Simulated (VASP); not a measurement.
# AlN in VASP: single point with PBE+D3(BJ)

Aim: the single point of AlN with PBE+D3(BJ).

All numbers are computed with VASP 6.6.1; they aren't measurements. Logs are shortened: lines on timing, memory, paths and dates and some standing lists are left out, and cuts for length are marked.

## Step 1: The cell of the first run

The cell holds a slab with vacuum, 48 atoms: a = 6.219 Å, b = 9.958 Å, c = 26.578 Å, α = 90.00°, β = 90.00°, γ = 90.00°.

## Step 2: Single point, PBE+D3(BJ)

File INCAR:

```
PREC     = Accurate       # precision mode
ENCUT    = 520            # plane-wave cutoff, eV
EDIFF    = 1E-6           # SCF threshold, eV
ISMEAR   = 0              # smearing method
SIGMA    = 0.05           # smearing width, eV
LREAL    = Auto         
LASPH    = True           # aspherical terms in the spheres
NELM     = 60             # most SCF steps
ALGO     = Normal         # electronic algorithm
ISIF     = 2              # what is computed and relaxed
LWAVE    = False          # write WAVECAR
LCHARG   = False          # write CHGCAR
LDIPOL   = True         
IDIPOL   = 3            
DIPOL    = 0.5 0.5 0.419
GGA      = PE             # functional
IVDW     = 12             # dispersion correction
NBANDS   = 126            # bands
```

File KPOINTS:

```
regular mesh
0
Gamma
  3 2 1
```

File POSCAR:

```
AlN
1.0
    6.2188310381      0.0000000000      0.0000000000
    0.0000000000      9.9575691200      0.0000000000
    0.0000000000      0.0000000000     26.5782766044
Al N
24 24
Direct
    0.5000000000      0.9992212452      0.3009976952
    0.5000000000      0.4992212452      0.3009976952
    0.0000000000      0.9992212452      0.3009976952
    0.0000000000      0.4992212452      0.3009976952
    0.7500000000      0.2492212452      0.3347700483
    0.7500000000      0.7492212452      0.3347700483
    0.2500000000      0.2492212452      0.3347700483
    0.2500000000      0.7492212452      0.3347700483
    0.7500000000      0.9992212452      0.4023147547
    0.7500000000      0.4992212452      0.4023147547
    0.2500000000      0.9992212452      0.4023147547
    0.2500000000      0.4992212452      0.4023147547
   -0.0013664797      0.2474249288      0.4348458062
   -0.0014895446      0.7511484464      0.4352545670
    0.5013665650      0.2474250164      0.4348452269
    0.5014905847      0.7511462285      0.4352534390
   -0.0011665422      1.0024561062      0.5057448054
    0.0084671570      0.5012750154      0.5034646328
    0.5011770436      1.0024520654      0.5057443039
    0.4915411110      0.5012792970      0.5034647085
    0.2500070753      0.2366985784      0.5271557238
    0.2500050062      0.7402447499      0.5283841400
    0.7500038710      0.2386936331      0.5334100924
    0.7500011232      0.7571342097      0.5381195865
    0.5000000000      0.3082787548      0.3009976952
    0.5000000000      0.8082787548      0.3009976952
    0.0000000000      0.3082787548      0.3009976952
    0.0000000000      0.8082787548      0.3009976952
    0.7500000000      0.0582787548      0.3347700483
    0.7500000000      0.5582787548      0.3347700483
    0.2500000000      0.0582787548      0.3347700483
    0.2500000000      0.5582787548      0.3347700483
    0.7500000000      0.3082787548      0.4023147547
    0.7500000000      0.8082787548      0.4023147547
    0.2500000000      0.3082787548      0.4023147547
    0.2500000000      0.8082787548      0.4023147547
    0.0001074843      0.0576162990      0.4347488174
   -0.0020189349      0.5595567826      0.4354060934
    0.4998925764      0.0576163444      0.4347499913
    0.5020177432      0.5595557981      0.4354060753
   -0.0019848450      0.3122198825      0.5037856352
   -0.0027267958      0.8096066341      0.5041791701
    0.5019992139      0.3122243332      0.5037868040
    0.5027325329      0.8096024546      0.5041772678
    0.2500076066      0.0603669845      0.5343925376
    0.2500042957      0.5621516409      0.5348553866
    0.7500022728      0.0599788417      0.5346283472
    0.7500079695      0.5591680447      0.5381332865
```

Potentials or basis: VASP PAW PBE potentials, release 64 (Al, N).

The run is started by

```sh
cat potpaw_PBE.64/Al/POTCAR potpaw_PBE.64/N/POTCAR > POTCAR
mpirun -np 1 vasp_std > vasp.out
```

OUTCAR:

```text
PREC = Accurate
   ENCUT = 520
   EDIFF = 1E-6
   ISMEAR = 0
   LREAL = Auto
   LASPH = True
   NELM = 60
   ISIF = 2
   GGA = PE
   IVDW = 12
 IVDW          = 12

 ion  position               nearest neighbor table
   1  0.500  0.999  0.301-  29 1.89  31 1.89  26 1.90   8 3.07   5 3.07   6 3.07   7 3.07   3 3.11
                             3 3.11   9 3.11  11 3.11
   2  0.500  0.499  0.301-  30 1.89  32 1.89  25 1.90   8 3.07   5 3.07   6 3.07   7 3.07   4 3.11
                             4 3.11  10 3.11  12 3.11
   3  0.000  0.999  0.301-  29 1.89  31 1.89  28 1.90   8 3.07   5 3.07   6 3.07   7 3.07   1 3.11
                             1 3.11   9 3.11  11 3.11
   4  0.000  0.499  0.301-  30 1.89  32 1.89  27 1.90   8 3.07   5 3.07   6 3.07   7 3.07   2 3.11
                             2 3.11  10 3.11  12 3.11
   5  0.750  0.249  0.335-  25 1.89  27 1.89  33 1.89  29 1.90   1 3.07   2 3.07   3 3.07   4 3.07
                             9 3.07  10 3.07  15 3.08  13 3.08   7 3.11   7 3.11
   6  0.750  0.749  0.335-  26 1.89  28 1.89  34 1.89  30 1.90   1 3.07   2 3.07   3 3.07   4 3.07
                             9 3.07  10 3.07  16 3.09  14 3.09   8 3.11   8 3.11
   7  0.250  0.249  0.335-  25 1.89  27 1.89  35 1.89  31 1.90   1 3.07   2 3.07   3 3.07   4 3.07
                            11 3.07  12 3.07  15 3.09  13 3.09   5 3.11   5 3.11
   8  0.250  0.749  0.335-  26 1.89  28 1.89  36 1.89  32 1.90   1 3.07   2 3.07   3 3.07   4 3.07
                            11 3.07  12 3.07  16 3.09  14 3.10   6 3.11   6 3.11
   9  0.750  0.999  0.402-  37 1.87  39 1.87  29 1.89  34 1.90  15 3.04  13 3.04  14 3.04  16 3.04
[... 49 lines left out ...]
  43  0.502  0.312  0.504-  21 1.85  23 1.88  20 1.88  15 1.94
  44  0.503  0.810  0.504-  22 1.83  24 1.86  19 1.92  16 1.92
  45  0.250  0.060  0.534-  21 1.77  19 1.83  17 1.83
  46  0.250  0.562  0.535-  22 1.78  20 1.82  18 1.82
  47  0.750  0.060  0.535-  23 1.78  19 1.82  17 1.82
  48  0.750  0.559  0.538-  18 1.94  20 1.94  24 1.97

  LATTYP: Found a simple orthorhombic cell.
 ALAT       =     6.2188310381
 B/A-ratio  =     1.6011962793
 C/A-ratio  =     4.2738380319

  Lattice vectors:

 A1 = (   6.2188310381,   0.0000000000,   0.0000000000)
 A2 = (   0.0000000000,   9.9575691200,   0.0000000000)
 A3 = (   0.0000000000,   0.0000000000,  26.5782766044)

Analysis of symmetry for initial positions (statically):
=====================================================================
 Subroutine PRICEL returns:
 Original cell was already a primitive cell.

 Routine SETGRP: Setting up the symmetry group for a
 simple orthorhombic supercell.

 Subroutine GETGRP returns: Found  1 space group operations
 (whereof  1 operations were pure point group operations)
 out of a pool of  8 trial point group operations.

[... 202 lines left out ...]
   IALGO  =     38    algorithm
   IMIX   =      4    mixing-type and parameters
     AMIX     =   0.40;   BMIX     =  1.00
     AMIX_MAG =   1.60;   BMIX_MAG =  1.00
  volume/ion in A,a.u.               =      34.29       231.39
  Fermi-wavevector in a.u.,A,eV,Ry     =   0.799918  1.511626  8.705949  0.639869
  Thomas-Fermi vector in A             =   1.907114
   LORBIT       =      0    0 simple, 1 ext, 2 COOP (PROOUT), +10 PAW based schemes
   GGA     = PE    functional components
   LHFCALC =     F    Hartree Fock is set to
   AEXX    =    0.0000 exact exchange contribution
   IVDW    =    12    specifies the selected vdW correction
   LEPSILON=     F    determine dielectric tensor
   LRPA    =     F    only Hartree local field effects (RPA)
 non-spin polarized calculation
 Gauss-broadening in eV      SIGMA  =   0.05
  energy-cutoff  :      520.00
  volume of cell :     1645.84
 maximum number of plane-waves:     44342
 NGX is ok and might be reduce to    48
   NGX = 23   NGY = 37   NGZ = 99

 dipolmoment           0.000000      0.000000     -0.000012 electrons x Angstroem

 number of electron     191.9999987 magnetization

 dipolmoment           0.000000      0.000000      0.049430 electrons x Angstroem

 Free energy of the ion-electron system (eV)
  ---------------------------------------------------
  ext. energy  EPLUGINS =         0.00000000
  ---------------------------------------------------
  free energy    TOTEN  =      -337.55978537 eV

  energy without entropy =     -337.55978537  energy(sigma->0) =     -337.55978537

 E-fermi :  -0.8253     XC(G=0):  -3.9592

 val. band max:       -1.0624984031   @ k =   0.3333   0.0000   0.0000
 cond. band min:      -0.0148159003   @ k =   0.0000   0.0000   0.0000
 fundamental gap:      1.0476825028
 Fermi energy:        -0.8253209667

 k-point     1 :       0.0000    0.0000    0.0000
  band No.  band energies     occupation
      1     -17.0706      2.00000
      2     -16.4097      2.00000
      3     -16.3868      2.00000
      4     -16.2859      2.00000
      5     -15.6225      2.00000
      6     -15.5978      2.00000
[... 433 lines left out ...]
    107       3.8330      0.00000
    108       4.0014      0.00000
 [bands above 108 left out]

------------------------ aborting loop because EDIFF is reached ----------------------------------------

 vacuum level on the upper side and lower side of the slab       (xc-potential included)        -0.022        -0.164

 Edisp (eV)   -9.61873

 E8    (eV) :    -3.8917

  FORCE on cell =-STRESS in cart. coord.  units (eV):
  Direction    XX          YY          ZZ          XY          YZ          ZX
  --------------------------------------------------------------------------------------
  -------------------------------------------------------------------------------------
  Total       9.53049   -20.07614    -4.98251    -0.00010     0.42640    -0.00124
  in kB       9.27763   -19.54348    -4.85032    -0.00009     0.41509    -0.00121
  external pressure =       -5.04 kB  Pullay stress =        0.00 kB

 VOLUME and BASIS-vectors are now :
 -----------------------------------------------------------------------------
  energy-cutoff  :      520.00
  volume of cell :     1645.84
      direct lattice vectors                 reciprocal lattice vectors
     6.218831038  0.000000000  0.000000000     0.160801925  0.000000000  0.000000000
     0.000000000  9.957569120  0.000000000     0.000000000  0.100426117  0.000000000
     0.000000000  0.000000000 26.578276604     0.000000000  0.000000000  0.037624712

 POSITION                                       TOTAL-FORCE (eV/Angst)
 -----------------------------------------------------------------------------------
      3.10942      9.94981      8.00000         0.005168     -1.803974      1.887051
      3.10942      4.97103      8.00000         0.004910     -1.801837      1.885941
      0.00000      9.94981      8.00000        -0.005166     -1.803978      1.887058
      0.00000      4.97103      8.00000        -0.004909     -1.801832      1.885946
      4.66412      2.48164      8.89761         0.000019      1.015471     -1.695573
      4.66412      7.46042      8.89761         0.000037      1.011473     -1.649854
[... 40 lines left out ...]
      4.66414      0.59724     14.20950         0.000276     -0.086235      0.639212
      4.66417      5.56795     14.30266        -0.000380      1.241837     -0.816696
 -----------------------------------------------------------------------------------
    total drift:                               -0.000020     -0.006996     -0.044107

  FREE ENERGIE OF THE ION-ELECTRON SYSTEM (eV)
  ---------------------------------------------------
  free  energy   TOTEN  =      -347.1785105294 eV

  energy  without entropy=     -347.1785105294  energy(sigma->0) =     -347.17851053

 vacuum level on the upper side and lower side of the slab         3.591         3.446
```

It took 37 min on 1 thread of Intel Xeon Platinum 8488C (Sapphire Rapids), shared host; peak memory 1.6 GiB.

What came out:

| Quantity | Value |
| --- | --- |
| Free energy | -347.1785 eV |
| Largest force | 3.721 eV/Å |
| Band gap on the k mesh | 1.05 eV |
| Dispersion energy per atom | -0.200 eV |

Forces on the atoms (eV/Å):
```
Al   0.005 -1.804  1.887
Al   0.005 -1.802  1.886
Al  -0.005 -1.804  1.887
Al  -0.005 -1.802  1.886
Al   0.000  1.015 -1.696
Al   0.000  1.011 -1.650
Al   0.000  1.004 -1.711
Al   0.000  0.987 -1.666
Al   0.000 -0.412  0.122
Al   0.000 -0.263  0.361
Al   0.000 -0.389  0.174
Al   0.000 -0.110  0.327
Al  -0.026  0.115 -0.143
Al  -0.144 -0.444 -0.030
Al   0.026  0.116 -0.143
Al   0.144 -0.444 -0.030
Al   0.441 -0.195 -0.367
Al  -1.674  1.001  1.563
Al  -0.441 -0.194 -0.367
Al   1.675  1.000  1.563
Al   0.000  0.311 -0.122
Al  -0.001 -0.722 -0.128
Al   0.000  0.795 -1.197
Al   0.000 -3.357 -1.604
N   -0.004  0.789  0.357
N   -0.006  0.795  0.356
N    0.004  0.789  0.357
N    0.006  0.795  0.356
N    0.000  0.341 -1.308
N    0.000  0.329 -1.303
N    0.000  0.339 -1.289
N    0.000  0.329 -1.283
N    0.000 -0.046  0.473
N    0.000  0.169  0.414
N    0.000 -0.073  0.722
N    0.000  0.042  0.722
N   -0.077  0.006  0.228
N    0.349 -0.054 -0.583
N    0.077  0.006  0.227
N   -0.349 -0.054 -0.583
N   -0.005 -0.652  0.246
N    0.062  0.983  0.424
N    0.004 -0.653  0.245
N   -0.062  0.984  0.424
N    0.000 -0.057  0.264
N    0.000  0.123 -0.090
N    0.000 -0.086  0.639
N    0.000  1.242 -0.817
```

Levels at points of the mesh, in eV from the valence-band top:
```
           k point  band 93  band 94  band 95  band 96  band 97  band 98  band 99  band 100
(0.00, 0.00, 0.00)    -0.42    -0.37    -0.28    -0.03     1.05     1.39     1.66      2.06
(0.00, 0.50, 0.00)    -0.49    -0.49    -0.29    -0.04     1.39     1.41     1.73      2.10
```
